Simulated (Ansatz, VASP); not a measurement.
Two plane-wave programs on AgCl

```
CELL_PARAMETERS angstrom
0.00000 2.99500 2.99500
2.99500 0.00000 2.99500
2.99500 2.99500 0.00000
ATOMIC_POSITIONS crystal
Ag 0.50000 0.50000 0.50000
Cl 0.00000 0.00000 0.00000
```

Change from the starting cell: strain +0.080 along x and y, +0.080 along z, atoms carried along.

Alike in both runs: task single point; functional PBE; k mesh 8 × 8 × 8; occupations gaussian, width 0.05 eV; no spin polarisation.

```csv
,VASP,Ansatz
version,VASP 6.6.1,Ansatz 0.2.0
potentials or method,"VASP PAW PBE potentials, release 64 (Ag, Cl), cutoff 520 eV","scalar-relativistic, plane waves, PAW"
valence electrons in the cell,18,26
```

```tsv
	VASP	Ansatz	Ansatz less VASP
gap on the k mesh at the Fermi level (eV)	1.06	1.06	+0.003
least direct gap on the mesh (eV)	2.50	2.50	0.000
pressure (GPa)	-5.0	-4.9	+0.08
```

VASP's potentials hold 18 valence electrons a cell and Ansatz's 26, so a difference there can come from the potentials and not from the codes.
